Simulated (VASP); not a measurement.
# AlN (P6_3/mmc) in VASP: a series of runs, part 2 of 2

VASP 6.6.1. Earlier steps stand in the parts before.

### 4 Single point, PBEsol+D3(BJ)

This run uses another cell than the first one, of 9.45 Å³/atom, 1.056 times its volume.

The input, INCAR:

```
ALGO = Normal
EDIFF = 1E-6
ENCUT = 520
GGA = PS
ISIF = 2
ISMEAR = 0
IVDW = 12
LASPH = True
LCHARG = False
LREAL = False
LWAVE = False
NBANDS = 16
NELM = 60
PREC = Accurate
SIGMA = 0.1
```

The input, KPOINTS:

```
k-points
0
Gamma
  12 12 6
```

The input, POSCAR:

```
AlN
1.0
    3.2559675936      0.0000000000      0.0000000000
   -1.6279837968      2.8197500638      0.0000000000
    0.0000000000      0.0000000000      4.1165736418
Al N
2 2
Direct
    0.3333333333      0.6666666667      0.7500000000
    0.6666666667      0.3333333333      0.2500000000
    0.3333333333      0.6666666667      0.2500000000
    0.6666666667      0.3333333333      0.7500000000
```

Potentials or basis: VASP PAW PBE potentials, release 64 (Al, N).

The run is started by

```console
> cat potpaw_PBE.64/Al/POTCAR potpaw_PBE.64/N/POTCAR > POTCAR
> mpirun -np 1 vasp_std > vasp.out
```

OUTCAR:

```text
EDIFF = 1E-6
   ENCUT = 520
   GGA = PS
   ISIF = 2
   ISMEAR = 0
   IVDW = 12
   LASPH = True
   LREAL = False
   NELM = 60
   PREC = Accurate
 IVDW          = 12

 ion  position               nearest neighbor table
   1  0.333  0.667  0.750-   4 1.88   4 1.88   4 1.88   3 2.06   3 2.06   2 2.79   2 2.79   2 2.79
                             2 2.79   2 2.79   2 2.79
   2  0.667  0.333  0.250-   3 1.88   3 1.88   3 1.88   4 2.06   4 2.06   1 2.79   1 2.79   1 2.79
                             1 2.79   1 2.79   1 2.79
   3  0.333  0.667  0.250-   2 1.88   2 1.88   2 1.88   1 2.06   1 2.06
   4  0.667  0.333  0.750-   1 1.88   1 1.88   1 1.88   2 2.06   2 2.06

  LATTYP: Found a hexagonal cell.
 ALAT       =     3.2559675936
 C/A-ratio  =     1.2643165276

  Lattice vectors:

 A1 = (   3.2559675936,   0.0000000000,   0.0000000000)
 A2 = (  -1.6279837968,   2.8197500638,   0.0000000000)
 A3 = (   0.0000000000,   0.0000000000,   4.1165736418)

Analysis of symmetry for initial positions (statically):
=====================================================================
[... 181 lines left out ...]
 cond. band min:      12.0176191261   @ k =   0.0000   0.0000   0.0000
 fundamental gap:      3.5659923941
 Fermi energy:         8.8463212297

 k-point     1 :       0.0000    0.0000    0.0000
  band No.  band energies     occupation
      1      -8.7267      2.00000
      2      -4.7943      2.00000
      3       1.2062      2.00000
      4       5.0163      2.00000
      5       5.0163      2.00000
      6       6.7338      2.00000
[... 433 lines left out ...]
      3       1.5664      2.00000
      4       3.3568      2.00000
      5       4.1412      2.00000
      6       4.2161      2.00000
[... 8 lines left out ...]
     15      20.3735      0.00000
     16      21.5279      0.00000

 [... further k-points ...]

------------------------ aborting loop because EDIFF is reached ----------------------------------------

 Edisp (eV)   -1.00078

 E8    (eV) :    -0.6170

  FORCE on cell =-STRESS in cart. coord.  units (eV):
  Direction    XX          YY          ZZ          XY          YZ          ZX
  --------------------------------------------------------------------------------------
  -------------------------------------------------------------------------------------
  Total       1.13903     1.13903     0.34547     0.00000     0.00000     0.00000
  in kB      48.28592    48.28590    14.64531     0.00000     0.00000     0.00000
  external pressure =       37.07 kB  Pullay stress =        0.00 kB

 VOLUME and BASIS-vectors are now :
 -----------------------------------------------------------------------------
  energy-cutoff  :      520.00
  volume of cell :       37.79
      direct lattice vectors                 reciprocal lattice vectors
     3.255967594  0.000000000  0.000000000     0.307128364  0.177320680  0.000000000
    -1.627983797  2.819750064  0.000000000     0.000000000  0.354641361  0.000000000
     0.000000000  0.000000000  4.116573642     0.000000000  0.000000000  0.242920469

 POSITION                                       TOTAL-FORCE (eV/Angst)
 -----------------------------------------------------------------------------------
     -0.00000      1.87983      3.08743         0.000000     -0.000000      0.000000
      1.62798      0.93992      1.02914         0.000000      0.000000      0.000000
     -0.00000      1.87983      1.02914        -0.000000     -0.000000      0.000000
      1.62798      0.93992      3.08743        -0.000000      0.000000      0.000000
 -----------------------------------------------------------------------------------
    total drift:                                0.000000     -0.000000      0.000000

  FREE ENERGIE OF THE ION-ELECTRON SYSTEM (eV)
  ---------------------------------------------------
  free  energy   TOTEN  =       -31.9127375876 eV

  energy  without entropy=      -31.9127375876  energy(sigma->0) =      -31.91273759
```

stdout:

```text
POSCAR found type information on POSCAR AlN
 POSCAR found :  2 types and       4 ions
 scaLAPACK will be used
 -----------------------------------------------------------------------------
|                                                                             |
|                                                                             |
|     You enforced a specific xc type in the INCAR file but a different       |
|     I HOPE YOU KNOW WHAT YOU ARE DOING!                                     |
|                                                                             |
 -----------------------------------------------------------------------------

 LDA part: xc-table for (Slater+PW92), standard interpolation
 POSCAR, INCAR and KPOINTS ok, starting setup
 FFT: planning ... GRIDC
 FFT: planning ... GRID_SOFT
 FFT: planning ... GRID
 WAVECAR not read
 entering main loop
```

It took 26 s on 1 thread of Intel Xeon Platinum 8375C at 2.90GHz (Ice Lake), shared host; peak memory 0.18 GiB.

What came out:

| Property | Result |
| --- | --- |
| Free energy | -31.9127 eV |
| Pressure | 3.7 GPa |
| Band gap on the k mesh | 3.57 eV, direct |
| Dispersion energy per atom | -0.250 eV |

Stress tensor (GPa, compression positive):
```
4.83 0.00 0.00
0.00 4.83 0.00
0.00 0.00 1.46
```

Caveat: the PAW data sets were made with another functional, which shifts forces and pressure a little.

### 5 The runs side by side

| cell | gap on the mesh (eV) | pressure (GPa) |
| --- | --- | --- |
| a = 3.198, b = 3.198, c = 4.043 Å, angles 90.0, 90.0, 120.0°, 4 atoms | 3.96 | 18.0 |
| a = 3.227, b = 3.227, c = 4.080 Å, angles 90.0, 90.0, 120.0°, 4 atoms | 3.76 | 10.4 |
| a = 3.256, b = 3.256, c = 4.117 Å, angles 90.0, 90.0, 120.0°, 4 atoms | 3.57 | 3.7 |

Alike in all rows: task single point; level PBEsol+D3(BJ); potentials or basis VASP PAW PBE potentials, release 64 (Al, N); no spin polarisation; k mesh 12 × 12 × 6; cutoff (eV) 520; smearing gaussian 0.1 eV.

Caveats: the PAW data sets were made with another functional, which shifts forces and pressure a little.

Total energies depend on the potentials used, so only differences within one code and one set of settings carry meaning.
